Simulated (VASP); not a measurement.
Wanted: the native input for a VASP 6.6.1 run.

```
Task                   : relaxation of cell and atoms
Functional             : PBEsol
Potentials or basis    : VASP PAW PBE potentials, release 64 (W_sv, C)
Cutoff                 : 600 eV
k mesh                 : 10 × 10 × 9
Occupations            : fermi-dirac, width 0.05 eV
Spin                   : no spin polarisation
Target pressure        : 5 GPa
Dipole correction      : no
Further INCAR settings : ALGO = Normal; EDIFF = 1e-06; IBRION = 2; EDIFFG = -0.005; NSW = 80; ISIF = 3
```

The structure of WC lies in POSCAR:

```
WC
1.0
    2.9065000000      0.0000000000      0.0000000000
   -1.4532500000      2.5171028361      0.0000000000
    0.0000000000      0.0000000000      2.8366000000
W C
1 1
Direct
    0.0000000000      0.0000000000      0.0000000000
    0.6666666667      0.3333333333      0.5000000000
```

The input as run:

INCAR

```
SYSTEM = WC
ALGO     = Normal         ! electronic algorithm
EDIFF    = 1E-6           ! SCF threshold, eV
EDIFFG   = -0.005         ! ionic threshold
ENCUT    = 600            ! plane-wave cutoff, eV
GGA      = PS             ! functional
IBRION   = 2              ! ionic algorithm
ISIF     = 3              ! what is computed and relaxed
ISMEAR   = -1             ! smearing method
LASPH    = .TRUE.         ! aspherical terms in the spheres
LCHARG   = .FALSE.        ! write CHGCAR
LREAL    = .FALSE.        ! projectors in reciprocal space
LWAVE    = .FALSE.        ! write WAVECAR
NELM     = 60             ! most SCF steps
NSW      = 80             ! ionic steps
PREC     = Accurate       ! precision mode
PSTRESS  = 50.0         
SIGMA    = 0.05           ! smearing width, eV
```

KPOINTS

```
k-points
0
G
  10 10 9
  0 0 0
```

Potentials or basis: VASP PAW PBE potentials, release 64 (W_sv, C).

Command:

```bash
$ cat potpaw_PBE.64/W_sv/POTCAR potpaw_PBE.64/C/POTCAR > POTCAR
$ mpirun -np 1 vasp_std > vasp.out
```

Results of the run:

* Relaxed volume: 10.20 Å³/atom
* Relaxed cell: a = 2.889 Å, b = 2.889 Å, c = 2.820 Å, α = 90.00°, β = 90.00°, γ = 120.00°
* Space group after relaxing (to 0.1 Å): P-6m2 (No. 187)
* Energy change on relaxing (the run minimises the enthalpy): +1.4 meV/atom
* Ionic steps: 9
* Pressure after relaxing: 5.0 GPa
* Band gap on the k mesh: zero (bands 9 and 10 overlap by 1.24 eV)

Caveat: the cell is relaxed towards a set pressure, so the run minimises the enthalpy, not the energy; the PAW data sets were made with another functional, which shifts forces and pressure a little; spin-orbit coupling is left out, which moves the levels of the heavy elements.

Wall time 2 min on 1 thread of Intel Xeon 8259CL, with other jobs on the host, peak memory 0.17 GiB.
